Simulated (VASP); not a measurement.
Write the native input for VASP 6.6.1 that does the following.

| Item | Value |
| --- | --- |
| Task | relaxation of cell and atoms |
| Functional | PBE |
| Potentials or basis | VASP PAW PBE potentials, release 64 (Sn_d, Sb, Te) |
| Cutoff | 600 eV |
| k mesh | 4 × 4 × 2 |
| Occupations | gaussian, width 0.2 eV |
| Spin | no spin polarisation |
| Dipole correction | no |
| Further INCAR settings | ALGO = Fast; EDIFF = 1e-07; IBRION = 2; EDIFFG = -0.08; NSW = 36; ISIF = 3 |

The structure of Sn2Sb3Te lies in POSCAR:

```
Sn2Sb3Te
1.0
    4.8191523600      0.0000000000      0.0000000000
   -2.4095761800      4.1735083600      0.0000000000
    0.0000000000      0.0000000000     11.0022421500
Sn Sb Te
2 3 1
Direct
    0.3333333300      0.6666666700      0.3241748600
    0.6666666700      0.3333333300      0.6758251400
    0.0000000000      0.0000000000      0.2892344600
    0.0000000000      0.0000000000      0.7107655400
    0.0000000000      0.0000000000      0.0000000000
    0.0000000000      0.0000000000      0.5000000000
```

The cell was generated, and may not be a known phase.

These files were run (other wordings do the same):

INCAR

```
SYSTEM = Sn2Sb3Te
  ALGO = Fast
  EDIFF = 1E-7
  EDIFFG = -0.08
  ENCUT = 600
  GGA = PE
  IBRION = 2
  ISIF = 3
  ISMEAR = 0
  LASPH = .TRUE.
  LCHARG = .FALSE.
  LREAL = .FALSE.
  LWAVE = .FALSE.
  NELM = 60
  NSW = 36
  PREC = Accurate
  SIGMA = 0.2
```

KPOINTS

```
k-points
0
G
  4 4 2
  0 0 0
```

Potentials or basis: VASP PAW PBE potentials, release 64 (Sn_d, Sb, Te).

Command:

```sh
$ cat potpaw_PBE.64/Sn_d/POTCAR potpaw_PBE.64/Sb/POTCAR potpaw_PBE.64/Te/POTCAR > POTCAR
$ mpirun -np 1 vasp_std > vasp.out
```

Results of the run:

```
Relaxed volume                        : 36.25 Å³/atom
Relaxed cell                          : a = 4.411 Å, b = 4.411 Å, c = 12.905 Å, α = 90.00°, β = 90.00°, γ = 120.00°
Space group after relaxing (to 0.1 Å) : P-3m1 (No. 164)
Energy gained by relaxing             : 1116.1 meV/atom
Ionic steps                           : 18
Pressure after relaxing               : 0.0 GPa
Largest force after relaxing          : 0.045 eV/Å
Band gap on the k mesh                : zero (an odd number of electrons rules out a gap without spin polarisation)
```

Caveat: the k points lie up to 0.41 Å⁻¹ apart in the final cell, too coarse for converged energies and pressures of a metal; a cell axis changed by over 15 % at a fixed basis, so the end point is rough; spin-orbit coupling is left out, which moves the levels of the heavy elements; an odd number of electrons without spin polarisation forces a metal; a magnetic or distorted state may lie lower; the relaxation stopped at a loose force limit of 0.08 eV/Å, so its end isn't a converged minimum.

Wall time 30 min on 1 thread of Oxide Virtual Turin-like Processor, with other jobs on the host, peak memory 0.41 GiB.
